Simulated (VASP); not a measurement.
A run of VASP 6.6.1:

POSCAR

```
CdI2
1.0
    4.3107138579      0.0000000000      0.0000000000
   -2.1553569289      3.7331877094      0.0000000000
    0.0000000000      0.0000000000      6.9984505437
Cd I
1 2
Direct
    0.0000000000      0.0000000000      0.0000000000
    0.3333333333      0.6666666667      0.2429773643
    0.6666666667      0.3333333333      0.7570226357
```

The input INCAR.step1:

```
  ALGO = Normal
  EDIFF = 1E-5
  ENCUT = 400
  GGA = PE
  GGA_COMPAT = F
  ISIF = 2
  ISMEAR = 0
  KPAR = 4
  LASPH = T
  LREAL = F
  LWAVE = T
  NBANDS = 20
  NELM = 120
  PREC = Accurate
  SIGMA = 0.01
```

The input INCAR.step2:

```
  ALGO = Normal
  EDIFF = 1E-6
  ENCUT = 400
  GGA = PE
  GGA_COMPAT = F
  HFSCREEN = 0.2079
  ISIF = 2
  ISMEAR = 0
  ISTART = 1
  KPAR = 4
  LASPH = T
  LCHARG = T
  LHFCALC = T
  LREAL = F
  LVHAR = T
  LWAVE = F
  NBANDS = 20
  NELM = 120
  PREC = Accurate
  PRECFOCK = Normal
  SIGMA = 0.01
```

File KPOINTS:

```
k-points
0
Gamma
  6 6 4
```

Potentials or basis: VASP PAW PBE potentials, release 64 (Cd, I).

The run is started by

```console
$ cat potpaw_PBE.64/Cd/POTCAR potpaw_PBE.64/I/POTCAR > POTCAR
$ cp INCAR.step1 INCAR
$ mpirun -np 4 vasp_std > vasp.out
$ cp INCAR.step2 INCAR
$ mpirun -np 4 vasp_std > vasp.out
```

Hardware: 4 MPI ranks on Intel(R) Xeon(R) 6975P-C (Granite Rapids), with other jobs on the host.

Problem. How long does it take, and how much memory?

Solution. It took 24 min on 4 MPI ranks on Intel(R) Xeon(R) 6975P-C (Granite Rapids) (shared host), peak memory 0.33 GiB a rank. Counts: k points 24.
